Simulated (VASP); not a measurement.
Write the native input for VASP 6.6.1 that does the following.

* Task: single point
* Functional: PBE
* Potentials or basis: VASP PAW PBE potentials, release 64 (K_sv, F)
* Cutoff: 520 eV
* k mesh: 6 × 6 × 4
* Occupations: gaussian, width 0.01 eV
* Spin: no spin polarisation
* Dipole correction: no
* Further INCAR settings: ALGO = Normal; EDIFF = 1e-06; NBANDS = 24

The structure of KF lies in POSCAR:

```
KF
1.0
    4.4847157248      0.0000000000      0.0000000000
   -2.2423578624      3.8838777464      0.0000000000
    0.0000000000      0.0000000000      5.2716949957
K F
2 2
Direct
    0.3333333333      0.6666666667      0.2500000000
    0.6666666667      0.3333333333      0.7500000000
    0.6666666667      0.3333333333      0.2500000000
    0.3333333333      0.6666666667      0.7500000000
```

One way to write it, as run:

INCAR

```
SYSTEM = KF
PREC = Accurate
ENCUT = 520
EDIFF = 1E-6
ISMEAR = 0
SIGMA = 0.01
LREAL = .FALSE.
LASPH = .TRUE.
NELM = 100
ALGO = Normal
ISIF = 2
LWAVE = .FALSE.
LCHARG = .TRUE.
GGA = PE
LELF = .TRUE.
LVHAR = .TRUE.
NBANDS = 24
```

KPOINTS

```
Automatic mesh
0
G
  6 6 4
  0 0 0
```

Potentials or basis: VASP PAW PBE potentials, release 64 (K_sv, F).

Command:

```console
$ cat potpaw_PBE.64/K_sv/POTCAR potpaw_PBE.64/F/POTCAR > POTCAR
$ mpirun -np 1 vasp_std > vasp.out
```

Results of the run:

```json
{
 "Pressure": "1.3 GPa",
 "Band gap on the k mesh": "5.37 eV"
}
```

Wall time 68 s on 1 thread of Intel Xeon 8259CL, with other jobs on the host, peak memory 0.23 GiB.
